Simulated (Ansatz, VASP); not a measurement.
# One calculation of Zn2S3, two programs

```
Zn S
1.0
     3.56227    0.00000    0.00000
    -1.78114    3.08502    0.00000
     0.00000    0.00000    7.91182
Zn S
2 3
Cartesian
  0.0000 2.0567 1.5757
  1.7811 1.0283 6.3361
  0.0000 0.0000 0.0000
  0.0000 2.0567 5.1466
  1.7811 1.0283 2.7652
```

Alike in both runs: functional r2SCAN; k mesh 6 × 6 × 4; occupations gaussian, width 0.1 eV; no spin polarisation.

Ansatz relaxed the structure, and its values are those at the end. VASP's run is a single point on that final structure, the one shown.

|  | VASP | Ansatz |
| --- | --- | --- |
| version | VASP 6.6.1 | Ansatz 0.2.0 |
| potentials or method | VASP PAW PBE potentials, release 64 (Zn, S), cutoff 520 eV | scalar-relativistic, plane waves, PAW |
| valence electrons in the cell | 42 | 42 |

```tsv
	VASP	Ansatz	Ansatz less VASP
gap on the k mesh at the Fermi level (eV)	none	none	-
pressure (GPa)	0.1	0.1	-0.05
rms of the force components (eV/Å)	0.005	0.002	-0.0030
```

VASP's potentials were made for PBE, not for r2SCAN. A gap of «none» marks a metal or a gap that the smearing closes. The functional is the same, so the differences come from potentials, cutoffs and numerics.
